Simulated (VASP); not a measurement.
SiGe4Pt:

```
CELL_PARAMETERS angstrom
0.00000 3.88632 3.88632
3.88632 0.00000 3.88632
3.88632 3.88632 0.00000
ATOMIC_POSITIONS crystal
Si 0.00000 0.00000 0.00000
Ge 0.87536 0.37488 0.37488
Ge 0.37488 0.37488 0.37488
Ge 0.37488 0.87536 0.37488
Ge 0.37488 0.37488 0.87536
Pt 0.75000 0.75000 0.75000
```

The cell was built from a structure type or drawn by symmetry, and may not be a known phase.

| Property | Result |
| --- | --- |
| Program | VASP 6.6.1 |
| Task | relaxation of cell and atoms |
| Functional | PBE |
| Potentials or basis | VASP PAW PBE potentials, release 64 (Si, Ge_d, Pt) |
| Cutoff | 600 eV |
| k mesh | 8 × 8 × 8 |
| Occupations | gaussian, width 0.1 eV |
| Spin | no spin polarisation |

At the start: pressure -2.3 GPa; volume 19.57 Å³/atom.

Where does the relaxation end?

Over 5 steps the energy falls by 4.7 meV/atom and the volume is 18.96 Å³/atom (-3.1 %); space group F-43m (No. 216, to 0.1 Å) before and after.

The path:
| step | energy change (eV) | largest force (eV/Å) | pressure (GPa) | volume (Å³) |
| --- | --- | --- | --- | --- |
| 1 | 0.0000 | 0.0310 | -2.28 | 117.39 |
| 2 | -0.0267 | 0.0225 | 0.69 | 112.72 |
| 3 | -0.0282 | 0.0250 | 0.08 | 113.62 |
| 4 | -0.0282 | 0.0250 | -0.08 | 113.73 |
| 5 | -0.0282 | 0.0033 | -0.08 | 113.73 |

Final structure:
```cif
data_structure
_symmetry_space_group_name_H-M 'P 1'
_symmetry_Int_Tables_number 1
_cell_length_a 5.4383
_cell_length_b 5.4383
_cell_length_c 5.4383
_cell_angle_alpha 60.000
_cell_angle_beta 60.000
_cell_angle_gamma 60.000
_cell_volume 113.73
loop_
_atom_site_label
_atom_site_type_symbol
_atom_site_fract_x
_atom_site_fract_y
_atom_site_fract_z
_atom_site_occupancy
Si1 Si 0.00000 0.00000 0.00000 1
Ge1 Ge 0.87587 0.37471 0.37471 1
Ge2 Ge 0.37471 0.37471 0.37471 1
Ge3 Ge 0.37471 0.87587 0.37471 1
Ge4 Ge 0.37471 0.37471 0.87587 1
Pt1 Pt 0.75000 0.75000 0.75000 1
```
